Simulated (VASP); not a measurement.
# ReSb: single point with r2SCAN

Crystal: ReSb.

```
Re Sb
1.0
     4.32313    0.00000    0.00000
    -2.16157    3.74394    0.00000
     0.00000    0.00000    5.11456
Re Sb
2 2
Direct
  0.00000 0.00000 0.00000
  0.00000 0.00000 0.50000
  0.33333 0.66667 0.25000
  0.66667 0.33333 0.75000
```

```
Program             : VASP 6.6.1
Task                : single point
Functional          : r2SCAN
Potentials or basis : VASP PAW PBE potentials, release 64 (Re, Sb)
Cutoff              : 520 eV
k mesh              : 10 × 10 × 6
Occupations         : gaussian, width 0.05 eV
Spin                : no spin polarisation
```

| Item | Value |
| --- | --- |
| Pressure | -3.1 GPa |
| Band gap on the k mesh | zero (bands 12 and 13 overlap by 0.90 eV) |

Levels at points of the mesh, in eV from the Fermi level:
```
           k point  band 9  band 10  band 11  band 12  band 13  band 14  band 15  band 16
(0.00, 0.00, 0.00)   -0.85    -0.85     0.13     0.13     2.30     2.30     2.74     2.96
(0.50, 0.00, 0.00)   -2.17    -2.08    -1.48    -0.07    -0.04     1.83     2.07     2.30
(0.00, 0.00, 0.50)   -1.48    -1.48    -1.48    -1.48    -0.12    -0.12     4.47     4.47
(0.50, 0.00, 0.50)   -1.11    -1.11    -0.69    -0.69    -0.68    -0.68     2.21     2.21
```

It took 120 s on 1 thread of Intel(R) Xeon(R) 6975P-C (Granite Rapids), on a shared host, peak memory 0.26 GiB.

Caveat: the cell stands under tension; the PAW data sets were made with another functional, which shifts forces and pressure a little; spin-orbit coupling is left out, which moves the levels of the heavy elements.
